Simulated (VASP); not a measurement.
# CdSe (zincblende type) (F-43m) in VASP: further runs

The runs below take CdSe (zincblende type) through single point, relaxation of cell and atoms, with PBE.

Program: VASP 6.6.1. These are calculated values, not measurements. Logs are shortened: lines on timing, memory, paths and dates and some standing lists are left out, and cuts for length are marked.

### Step 1. The cell of the first run

The structure is cubic, space group F-43m (No. 216). Conventional cell: a = 5.153 Å, b = 5.153 Å, c = 5.153 Å, α = 90.00°, β = 90.00°, γ = 90.00°. Cd (site symmetry -43m) has 4 Se at 2.23 Å within 3.0 Å. Se (site symmetry -43m) has 4 Cd at 2.23 Å within 3.0 Å.

### Step 2. Single point, PBE

The input, INCAR:

```
SYSTEM = CdSe
PREC     = Accurate       ! precision mode
ENCUT    = 520            ! plane-wave cutoff, eV
EDIFF    = 1E-7           ! SCF threshold, eV
ISMEAR   = -1             ! smearing method
SIGMA    = 0.05           ! smearing width, eV
LREAL    = .False.        ! projectors in reciprocal space
LASPH    = .True.         ! aspherical terms in the spheres
NELM     = 80             ! most SCF steps
ALGO     = Normal         ! electronic algorithm
ISIF     = 2              ! what is computed and relaxed
LWAVE    = .False.        ! write WAVECAR
LCHARG   = .False.        ! write CHGCAR
GGA      = PE             ! functional
NBANDS   = 16             ! bands
```

The input, KPOINTS:

```
Automatic mesh
0
Gamma
  13 13 13
  0 0 0
```

The input, POSCAR:

```
CdSe
1.0
    0.0000000000      2.5766273740      2.5766273740
    2.5766273740      0.0000000000      2.5766273740
    2.5766273740      2.5766273740      0.0000000000
Cd Se
1 1
Direct
    0.0000000000      0.0000000000      0.0000000000
    0.2500000000      0.2500000000      0.2500000000
```

Potentials or basis: VASP PAW PBE potentials, release 64 (Cd, Se).

The run is started by

```console
$ cat potpaw_PBE.64/Cd/POTCAR potpaw_PBE.64/Se/POTCAR > POTCAR
$ mpirun -np 1 vasp_std > vasp.out
```

OUTCAR:

```text
SYSTEM = CdSe
   PREC = Accurate
   ENCUT = 520
   EDIFF = 1E-7
   ISMEAR = -1
   LREAL = .False.
   LASPH = .True.
   NELM = 80
   ISIF = 2
   GGA = PE

 ion  position               nearest neighbor table
   1  0.000  0.000  0.000-   2 2.23   2 2.23   2 2.23   2 2.23
   2  0.250  0.250  0.250-   1 2.23   1 2.23   1 2.23   1 2.23

  LATTYP: Found a face centered cubic cell.
 ALAT       =     5.1532547480

  Lattice vectors:

 A1 = (   0.0000000000,   2.5766273740,   2.5766273740)
 A2 = (   2.5766273740,   0.0000000000,   2.5766273740)
 A3 = (   2.5766273740,   2.5766273740,   0.0000000000)

Analysis of symmetry for initial positions (statically):
=====================================================================
 Subroutine PRICEL returns:
 Original cell was already a primitive cell.

 Routine SETGRP: Setting up the symmetry group for a
 face centered cubic supercell.

 Subroutine GETGRP returns: Found 24 space group operations
 (whereof 24 operations were pure point group operations)
 out of a pool of 48 trial point group operations.

The static configuration has the point symmetry T_d .

Analysis of symmetry for dynamics (positions and initial velocities):
=====================================================================
 Subroutine PRICEL returns:
 Original cell was already a primitive cell.

 Routine SETGRP: Setting up the symmetry group for a
 face centered cubic supercell.

 Subroutine GETGRP returns: Found 24 space group operations
 (whereof 24 operations were pure point group operations)
 out of a pool of 48 trial point group operations.

The dynamic configuration has the point symmetry T_d .

 Subroutine INISYM returns: Found 24 space group operations
 (whereof 24 operations are pure point group operations),
 and found     1 'primitive' translations

----------------------------------------------------------------------------------------

                                     Primitive cell

  volume of cell :      34.2125

  direct lattice vectors                    reciprocal lattice vectors
     0.000000000  2.576627374  2.576627374    -0.194052118  0.194052118  0.194052118
     2.576627374  0.000000000  2.576627374     0.194052118 -0.194052118  0.194052118
     2.576627374  2.576627374  0.000000000     0.194052118  0.194052118 -0.194052118

  length of vectors
[... 79 lines left out ...]
   LASPH  =      T    aspherical Exc in radial PAW
   ENCUT  =  520.0 eV  38.22 Ry    6.18 a.u.   6.78  6.78  6.78*2*pi/ulx,y,z
   NELM   =     80;   NELMIN=  2; NELMDL= -5     # of ELM steps
   EDIFF  = 0.1E-06   stopping-criterion for ELM
   LREAL  =      F    real-space projection
   EDIFFG = 0.1E-05   stopping-criterion for IOM
   NSW    =      0    number of steps for IOM
   IBRION =     -1    ionic relax: 0-MD 1-quasi-New 2-CG
   NFREE  =      0    steps in history (QN), initial steepest desc. (CG)
   ISIF   =      2    stress and relaxation
   ISYM   =      2    0-nonsym 1-usesym 2-fastsym
   POTIM  = 0.5000    time-step for ionic-motion
   TEBEG  =    0.0;   TEEND  =   0.0 temperature during run
   PSTRESS=    0.0 pullay stress
   NELECT =      18.0000    total number of electrons
   NUPDOWN=      -1.0000    fix difference up-down
   EMIN   =  10.00;   EMAX   =-10.00  energy-range for DOS
   EFERMI =   0.00;   METHOD = LEGACY
   ISMEAR =    -1;   SIGMA  =   0.05  broadening in eV -4-tet -1-fermi 0-gaus
   EFERMI_NEDOS =   21; number of points for ismear=-14 and -15
   IALGO  =     38    algorithm
   IMIX   =      4    mixing-type and parameters
     AMIX     =   0.40;   BMIX     =  1.00
     AMIX_MAG =   1.60;   BMIX_MAG =  1.00
  volume/ion in A,a.u.               =      17.11       115.44
  Fermi-wavevector in a.u.,A,eV,Ry     =   1.321612  2.497485 23.764737  1.746659
  Thomas-Fermi vector in A             =   2.451353
   LORBIT       =      0    0 simple, 1 ext, 2 COOP (PROOUT), +10 PAW based schemes
   GGA     = PE    functional components
   LHFCALC =     F    Hartree Fock is set to
   AEXX    =    0.0000 exact exchange contribution
   IVDW    =     0    specifies the selected vdW correction
   LEPSILON=     F    determine dielectric tensor
   LRPA    =     F    only Hartree local field effects (RPA)
 non-spin polarized calculation
  energy-cutoff  :      520.00
  volume of cell :       34.21
 maximum number of plane-waves:       941
   NGX = 13   NGY = 13   NGZ = 13

 number of electron      18.0000005 magnetization

 Free energy of the ion-electron system (eV)
  ---------------------------------------------------
  ext. energy  EPLUGINS =         0.00000000
  ---------------------------------------------------
  free energy    TOTEN  =        -1.14049861 eV

  energy without entropy =       -1.14049861  energy(sigma->0) =       -1.14049861

 E-fermi :   7.3124     XC(G=0): -11.3672

 val. band max:        6.5672752297   @ k =   0.0000   0.0000   0.0000
 cond. band min:       7.9826598864   @ k =   0.0000   0.0000   0.0000
 fundamental gap:      1.4153846568
 Fermi energy:         7.3123933937

 k-point     1 :       0.0000    0.0000    0.0000
  band No.  band energies     occupation
      1     -10.4168      2.00000
      2      -4.7960      2.00000
      3      -4.7960      2.00000
      4      -4.7960      2.00000
      5      -3.6070      2.00000
      6      -3.6070      2.00000
[... 433 lines left out ...]
      3      -4.4027      2.00000
      4      -3.8656      2.00000
      5      -3.4958      2.00000
      6      -3.1341      2.00000
[... 8 lines left out ...]
     15      20.1681      0.00000
     16      20.2966      0.00000

 [... further k-points ...]

------------------------ aborting loop because EDIFF is reached ----------------------------------------

  FORCE on cell =-STRESS in cart. coord.  units (eV):
  Direction    XX          YY          ZZ          XY          YZ          ZX
  --------------------------------------------------------------------------------------
  -------------------------------------------------------------------------------------
  Total       19.7614068     19.7614068     19.7614068     -0.0000000     -0.0000000     -0.0000000
  in kB      925.4300481    925.4300481    925.4300481     -0.0000000     -0.0000000     -0.0000000
  external PRESSURE =     925.4300481 kB  Pullay stress =       0.0000000 kB

 VOLUME and BASIS-vectors are now :
 -----------------------------------------------------------------------------
  energy-cutoff  :      520.00
  volume of cell :       34.21
      direct lattice vectors                 reciprocal lattice vectors
     0.000000000  2.576627374  2.576627374    -0.194052118  0.194052118  0.194052118
     2.576627374  0.000000000  2.576627374     0.194052118 -0.194052118  0.194052118
     2.576627374  2.576627374  0.000000000     0.194052118  0.194052118 -0.194052118

 POSITION                                       TOTAL-FORCE (eV/Angst)
 -----------------------------------------------------------------------------------
      0.00000      0.00000      0.00000        -0.000000     -0.000000      0.000000
      1.28831      1.28831      1.28831         0.000000      0.000000     -0.000000
 -----------------------------------------------------------------------------------
    total drift:                                0.000000      0.000000      0.000000

  FREE ENERGIE OF THE ION-ELECTRON SYSTEM (eV)
  ---------------------------------------------------
  free  energy   TOTEN  =        -1.1404986104 eV

  energy  without entropy=       -1.1404986082  energy(sigma->0) =       -1.14049861
```

stdout:

```text
POSCAR found type information on POSCAR CdSe
 POSCAR found :  2 types and       2 ions
 scaLAPACK will be used
 LDA part: xc-table for (Slater+PW92), standard interpolation
 POSCAR, INCAR and KPOINTS ok, starting setup
 FFT: planning ... GRIDC
 FFT: planning ... GRID_SOFT
 FFT: planning ... GRID
 WAVECAR not read
 entering main loop
```

Run time: 28 s. Hardware: 1 thread of AMD EPYC 9R45 (Zen 5), shared host; peak memory 0.16 GiB.

Results:

```
Free energy            : -1.1405 eV
Pressure               : 92.5 GPa
Band gap on the k mesh : 1.42 eV, direct
```

A k mesh can miss the band edges. As with any semilocal functional, this PBE gap is likely too small.

### Step 3. Relaxation of cell and atoms, PBE, target pressure 90 GPa, at which the enthalpy is minimised

This run uses another cell than the first one, of 15.71 Å³/atom, 0.918 times its volume.

The input, INCAR:

```
SYSTEM = CdSe
  PREC = Accurate
  ENCUT = 600
  EDIFF = 1E-7
  ISMEAR = -1
  SIGMA = 0.05
  LREAL = .False.
  LASPH = .True.
  NELM = 100
  ALGO = Normal
  ISIF = 3
  LWAVE = .False.
  LCHARG = .False.
  GGA = PE
  IBRION = 2
  NSW = 60
  EDIFFG = -0.005
  PSTRESS = 900.0
```

The input, KPOINTS:

```
regular mesh
0
Gamma
  13 13 13
  0 0 0
```

The input, POSCAR:

```
CdSe
1.0
    0.0000000000      2.5043395902      2.5043395902
    2.5043395902      0.0000000000      2.5043395902
    2.5043395902      2.5043395902      0.0000000000
Cd Se
1 1
Direct
    0.0000000000      0.0000000000      0.0000000000
    0.2500000000      0.2500000000      0.2500000000
```

Potentials or basis: VASP PAW PBE potentials, release 64 (Cd, Se).

The run is started by

```console
$ cat potpaw_PBE.64/Cd/POTCAR potpaw_PBE.64/Se/POTCAR > POTCAR
$ mpirun -np 1 vasp_std > vasp.out
```

Wall time 98 s (1 thread of AMD EPYC 9R45 (Zen 5), shared host); peak memory 0.17 GiB.

It converged, with:

| Property | Result |
| --- | --- |
| Free energy | -1.2660 eV |
| Relaxed volume | 17.22 Å³/atom |
| Relaxed cell | a = 3.652 Å, b = 3.652 Å, c = 3.652 Å, α = 60.00°, β = 60.00°, γ = 60.00° |
| Space group after relaxing (to 0.05 Å) | F-43m (No. 216) |
| Energy change on relaxing (the enthalpy is what falls) | -1026.2 meV/atom |
| Ionic steps | 5 |
| Pressure after relaxing | 90.0 GPa |
| Band gap on the k mesh | 1.41 eV, direct |

The path:
```
step  energy change (eV)  largest force (eV/Å)  pressure (GPa)  volume (Å³)
   1              0.0000                0.0000          130.26        31.41
   2             -6.1387                0.0000            6.89        52.99
   3             -2.4765                0.0000           81.85        35.23
   4             -2.0880                0.0000           89.34        34.50
   5             -2.0524                0.0000           90.04        34.44
```

Final structure:
```yaml
crystal:
  lattice:
    - [0.00000, 2.58221, 2.58221]
    - [2.58221, 0.00000, 2.58221]
    - [2.58221, 2.58221, 0.00000]
  atoms:
    - { symbol: Cd, position: [0.00000, 0.00000, 0.00000] }
    - { symbol: Se, position: [0.25000, 0.25000, 0.25000] }
```

Levels at points of the mesh, in eV from the valence-band top:
| k point | band 7 | band 8 | band 9 | band 10 | band 11 | band 12 |
| --- | --- | --- | --- | --- | --- | --- |
| (0.00, 0.00, 0.00) | 0.00 | 0.00 | 0.00 | 1.41 | 5.35 | 5.35 |

Caveat: the cell is relaxed towards a set pressure, so the enthalpy falls and the energy may rise. A k mesh can miss the band edges.

### Step 4. Relaxation of cell and atoms, PBE, target pressure 90 GPa, at which the enthalpy is minimised

The input, INCAR:

```
SYSTEM = CdSe
  PREC = Accurate
  ENCUT = 600
  EDIFF = 1E-7
  ISMEAR = -1
  SIGMA = 0.05
  LREAL = .FALSE.
  LASPH = .TRUE.
  NELM = 80
  ALGO = Normal
  ISIF = 3
  LWAVE = .FALSE.
  LCHARG = .FALSE.
  GGA = PE
  IBRION = 2
  NSW = 32
  EDIFFG = -0.005
  PSTRESS = 900.0
```

The input, KPOINTS:

```
Automatic mesh
0
G
  13 13 13
  0 0 0
```

The input, POSCAR:

```
CdSe
1.0
    0.0000000000      2.5766273740      2.5766273740
    2.5766273740      0.0000000000      2.5766273740
    2.5766273740      2.5766273740      0.0000000000
Cd Se
1 1
Direct
    0.0000000000      0.0000000000      0.0000000000
    0.2500000000      0.2500000000      0.2500000000
```

The run is started by

```console
$ cat potpaw_PBE.64/Cd/POTCAR potpaw_PBE.64/Se/POTCAR > POTCAR
$ mpirun -np 1 vasp_std > vasp.out
```

Run time: 70 s. Hardware: 1 thread of AMD EPYC 9R45 (Zen 5), shared host; peak memory 0.18 GiB.

Results (log left out):

| Item | Value |
| --- | --- |
| Free energy | -1.2691 eV |
| Relaxed volume | 17.22 Å³/atom |
| Relaxed cell | a = 3.652 Å, b = 3.652 Å, c = 3.652 Å, α = 60.00°, β = 60.00°, γ = 60.00° |
| Space group after relaxing (to 0.05 Å) | F-43m (No. 216) |
| Energy change on relaxing (the enthalpy is what falls) | -64.4 meV/atom |
| Ionic steps | 3 |
| Pressure after relaxing | 90.0 GPa |
| Band gap on the k mesh | 1.41 eV, direct |

The path:
```csv
step,energy change (eV),largest force (eV/Å),pressure (GPa),volume (Å³)
1,0.0000,0.0000,92.47,34.21
2,-0.7056,0.0000,78.85,35.54
3,-0.1287,0.0000,89.97,34.44
```

Final structure:
```
CELL_PARAMETERS angstrom
0.00000 2.58229 2.58229
2.58229 0.00000 2.58229
2.58229 2.58229 0.00000
ATOMIC_POSITIONS crystal
Cd 0.00000 0.00000 0.00000
Se 0.25000 0.25000 0.25000
```

Levels at points of the mesh, in eV from the valence-band top:
| k point | band 6 | band 7 | band 8 | band 9 | band 10 | band 11 | band 12 | band 13 |
| --- | --- | --- | --- | --- | --- | --- | --- | --- |
| (0.00, 0.00, 0.00) | -10.12 | 0.00 | 0.00 | 0.00 | 1.41 | 5.35 | 5.35 | 5.35 |

Caveat: the cell is relaxed towards a set pressure, so the enthalpy falls and the energy may rise.

### Step 5. Overview

| task | cell | cutoff (eV) | gap on the mesh (eV) | pressure (GPa) |
| --- | --- | --- | --- | --- |
| single point | a = 3.644 Å, angles 60.0°, 2 atoms | 520 | 1.42 | 92.5 |
| relaxation of cell and atoms | relaxed to 90 GPa from a = 3.542 Å, angles 60.0°, 2 atoms | 600 | 1.41 | 90.0 |
| relaxation of cell and atoms | relaxed to 90 GPa from a = 3.644 Å, angles 60.0°, 2 atoms | 600 | 1.41 | 90.0 |

Alike in all rows: level PBE; potentials or basis VASP PAW PBE potentials, release 64 (Cd, Se); no spin polarisation; k mesh 13 × 13 × 13; smearing fermi-dirac 0.05 eV.

Caveats: the cell is relaxed towards a set pressure, so the enthalpy falls and the energy may rise (some runs).

Absolute energies hang on the potentials; compare differences alone.
